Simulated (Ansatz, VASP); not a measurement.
**One calculation of GaSb, two programs**

```xyz
2
Lattice="0.0000 3.1094 3.1094 3.1094 0.0000 3.1094 3.1094 3.1094 0.0000" Properties=species:S:1:pos:R:3 pbc="T T T"
Ga    0.0000    0.0000    0.0000
Sb    4.6641    4.6641    4.6641
```

Alike in both runs: task single point; functional r2SCAN; k mesh 10 × 10 × 10; occupations gaussian, width 0.05 eV; no spin polarisation.

```csv
,VASP,Ansatz
version,VASP 6.6.1,Ansatz 0.2.0
potentials or method,"VASP PAW PBE potentials, release 64 (Ga_d, Sb), cutoff 520 eV","scalar-relativistic, plane waves, PAW"
valence electrons in the cell,18,28
```

|  | VASP | Ansatz | Ansatz less VASP |
| --- | --- | --- | --- |
| gap on the k mesh at the Fermi level (eV) | 0.08 | 0.10 | +0.016 |
| least direct gap on the mesh (eV) | 0.08 | 0.10 | +0.016 |
| pressure (GPa) | -2.0 | -2.0 | -0.07 |

VASP's potentials were made for PBE, not for r2SCAN. With one functional, cell and mesh, what is left measures potentials, basis and numerics. VASP's potentials hold 18 valence electrons a cell and Ansatz's 28, so a difference there can come from the potentials and not from the codes.

Spin-orbit coupling is off throughout.
